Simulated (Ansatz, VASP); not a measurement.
# Two plane-wave programs on CoO

INCAR

```
SYSTEM = CoO
ALGO     = Normal         ! electronic algorithm
EDIFF    = 1E-6           ! SCF threshold, eV
ENCUT    = 520            ! plane-wave cutoff, eV
GGA      = PS             ! functional
ISIF     = 2              ! what is computed and relaxed
ISMEAR   = 0              ! smearing method
ISPIN    = 2              ! spin polarisation
LASPH    = .True.         ! aspherical terms in the spheres
LCHARG   = .True.         ! write CHGCAR
LELF     = .True.         ! ELF
LMAXMIX  = 4              ! l up to which the mixer works
LORBIT   = 11             ! projections on sites
LREAL    = .False.        ! projectors in reciprocal space
LVHAR    = .True.       
LWAVE    = .False.        ! write WAVECAR
MAGMOM   = -2.22 2.22 -0.17 0.17 ! initial moments
NBANDS   = 27             ! bands
NELM     = 150            ! most SCF steps
PREC     = Accurate       ! precision mode
SIGMA    = 0.1            ! smearing width, eV
```

File KPOINTS:

```
k-points
0
Gamma
  1 1 1
  0 0 0
```

POSCAR

```
CoO
1.0
    1.6022198417      0.9250420569      5.1329417806
   -1.6022198417      0.9250420569      5.1329417806
    0.0000000000     -1.8500841138      5.1329417806
Co O
2 2
Direct
    0.9994877300      0.9994877300      0.9994877300
    0.4994905900      0.4994905900      0.4994905900
    0.3754955300      0.3754955300      0.3754955300
    0.8755255000      0.8755255000      0.8755255000
```

Input for Ansatz:

```yaml
crystal:
  lattice:
    - [1.6022198417, 0.9250420569, 5.1329417806]
    - [-1.6022198417, 0.9250420569, 5.1329417806]
    - [0.0, -1.8500841138, 5.1329417806]
  atoms:
    - { symbol: Co, position: [0.99948773, 0.99948773, 0.99948773], spin: -2.22 }
    - { symbol: Co, position: [0.49949059, 0.49949059, 0.49949059], spin: 2.22 }
    - { symbol: O, position: [0.37549553, 0.37549553, 0.37549553], spin: -0.17 }
    - { symbol: O, position: [0.8755255, 0.8755255, 0.8755255], spin: 0.17 }
basis:
  ecutwfc: 420
kpoints:
  mp_grid: { grid: [1, 1, 1] }
hamiltonian:
  xc: pbesol
scf:
  occupations: { method: gaussian, width: 0.1 }
output:
  forces: true
  stress: true
  eigenvalues: true
  populations: true
magnetization:
  spin_polarized: true
```

Alike in both runs: task single point; functional PBEsol; k mesh 1 × 1 × 1; occupations gaussian, width 0.1 eV; collinear spin.

```csv
,VASP,Ansatz
version,VASP 6.6.1,Ansatz 0.2.0
potentials or method,"VASP PAW PBE potentials, release 64 (Co, O), cutoff 520 eV","scalar-relativistic, plane waves, PAW"
valence electrons in the cell,30,46
```

```csv
,VASP,Ansatz,Ansatz less VASP
pressure (GPa),-4.6,-3.8,+0.83
"traceless stress, the component that is largest in VASP (GPa)",-5.37,-5.88,-0.507
rms of the force components (eV/Å),1.403,1.358,-0.0444
net moment per atom (μB),0.00,0.50,+0.499
size of the moment on the site where the two differ most (μB),1.75,1.33,-0.420
```

The net moments are unlike, so the other rows may belong to different states. VASP's potentials were made for PBE, not for PBEsol. Site moments also hang on the region over which each program counts them. Atom by atom the forces differ by 0.192 eV/Å (rms over components). VASP's potentials hold 30 valence electrons a cell and Ansatz's 46, so a difference there can come from the potentials and not from the codes. Ansatz's warnings: seeded moment not kept, stability check not made.

The k mesh is coarse, so the values compare programs but aren't converged.
